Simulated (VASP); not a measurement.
The system is BaCa2.

```
Ba Ca
1.0
    -2.09906    2.09906    5.14925
     2.09906   -2.09906    5.14925
     2.09906    2.09906   -5.14925
Ba Ca
1 2
Direct
  0.00000 0.00000 0.00000
  0.66500 0.66500 0.00000
  0.33500 0.33500 0.00000
```

```yaml
Program: VASP 6.6.1
Task: relaxation of cell and atoms
Functional: PBE
Potentials_or_basis: VASP PAW PBE potentials, release 64 (Ba_sv, Ca_sv)
Cutoff: 600 eV
k_mesh: 6 × 6 × 6
Occupations: gaussian, width 0.1 eV
Spin: no spin polarisation
```

At the start: pressure 12.7 GPa; volume 30.25 Å³/atom.

**Question.** How do energy, volume and symmetry change on relaxing?

**Answer.** Over 12 steps the energy falls by 567.5 meV/atom and the volume is 49.32 Å³/atom (+63.0 %); space group I4/mmm (No. 139, to 0.1 Å) before and after.

Step by step:
| step | energy change (eV) | largest force (eV/Å) | pressure (GPa) | volume (Å³) |
| --- | --- | --- | --- | --- |
| 1 | 0.0000 | 0.2384 | 12.74 | 90.75 |
| 2 | -1.5034 | 0.2084 | 2.49 | 126.11 |
| 3 | -1.6476 | 0.1891 | 0.44 | 141.89 |
| 4 | -1.6553 | 0.1841 | -0.01 | 146.53 |
| 5 | -1.6552 | 0.1826 | -0.12 | 147.83 |
| 6 | -1.6644 | 0.1770 | -0.12 | 147.62 |
| 7 | -1.6826 | 0.1639 | -0.08 | 146.87 |
| 8 | -1.6948 | 0.1177 | 0.16 | 144.96 |
| 9 | -1.6960 | 0.0903 | 0.27 | 144.23 |
| 10 | -1.7003 | 0.0476 | -0.22 | 149.96 |
| 11 | -1.7010 | 0.0593 | -0.08 | 148.33 |
| 12 | -1.7026 | 0.0225 | -0.04 | 147.95 |

Final structure:
```xyz
3
Lattice="-2.3111 2.3111 6.9251 2.3111 -2.3111 6.9251 2.3111 2.3111 -6.9251" Properties=species:S:1:pos:R:3 pbc="T T T"
Ba    2.3111    2.3111   -6.9251
Ca    0.0000    0.0000    9.3991
Ca    0.0000    0.0000    4.4511
```

Caveat: the volume moved by over 15 % at a fixed basis, so the end points are rough.
